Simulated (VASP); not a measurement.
Set up this calculation in VASP 6.6.1, as the native input.

```yaml
Task: single point
Functional: BLYP
Dispersion: D4
Potentials_or_basis: VASP PAW PBE potentials, release 64 (Fe_sv)
Cutoff: 690 eV
k_mesh: 13 × 13 × 13
Occupations: fermi-dirac, width 0.05 eV
Spin: collinear spin, ferromagnetic start
Starting_moments: "[3.0] μB"
Dipole_correction: no
Further_INCAR_settings: ALGO = Normal; EDIFF = 1e-06; NBANDS = 18
```

The structure of Fe lies in POSCAR:

```
Fe
1.0
   -1.4333151444      1.4333151444      1.4333151444
    1.4333151444     -1.4333151444      1.4333151444
    1.4333151444      1.4333151444     -1.4333151444
Fe
1
Direct
    0.0000000000      0.0000000000      0.0000000000
```

The input as run:

INCAR

```
SYSTEM = Fe
AGGAC    = 1.0          
AGGAX    = 1.0          
ALDAC    = 0.0          
ALDAX    = 1.0          
ALGO     = Normal         ! electronic algorithm
EDIFF    = 1E-6           ! SCF threshold, eV
ENCUT    = 690            ! plane-wave cutoff, eV
GGA      = B5             ! functional
GGA_COMPAT= .FALSE.      
ISIF     = 2              ! what is computed and relaxed
ISMEAR   = -1             ! smearing method
ISPIN    = 2              ! spin polarisation
IVDW     = 13             ! dispersion correction
LASPH    = .TRUE.         ! aspherical terms in the spheres
LCHARG   = .FALSE.        ! write CHGCAR
LMAXMIX  = 4              ! l up to which the mixer works
LORBIT   = 11             ! projections on sites
LREAL    = .FALSE.        ! projectors in reciprocal space
LWAVE    = .FALSE.        ! write WAVECAR
MAGMOM   = 3              ! initial moments
NBANDS   = 18             ! bands
NELM     = 200            ! most SCF steps
PREC     = Accurate       ! precision mode
SIGMA    = 0.05           ! smearing width, eV
VDW_A1   = 0.44488865   
VDW_A2   = 4.0933009    
VDW_S6   = 1.0          
VDW_S8   = 2.34076671
```

KPOINTS

```
k-points
0
G
  13 13 13
  0 0 0
```

Potentials or basis: VASP PAW PBE potentials, release 64 (Fe_sv).

The run is started by

```sh
$ cat potpaw_PBE.64/Fe_sv/POTCAR > POTCAR
$ mpirun -np 1 vasp_std > vasp.out
```

Results of the run:

The pressure is -9.6 GPa, the net moment is 2.15 μB per cell and the site moments are Fe +2.16 μB. The valence electrons inside the program's atomic spheres are Fe 13.77 and the dispersion energy per atom is -0.653 eV.

Caveat: the cell stands under tension; the PAW data sets were made with another functional, which shifts forces and pressure a little.

Wall time 22 s on 1 thread of Intel(R) Xeon(R) 6975P-C (Granite Rapids) (shared host), peak memory 0.16 GiB.
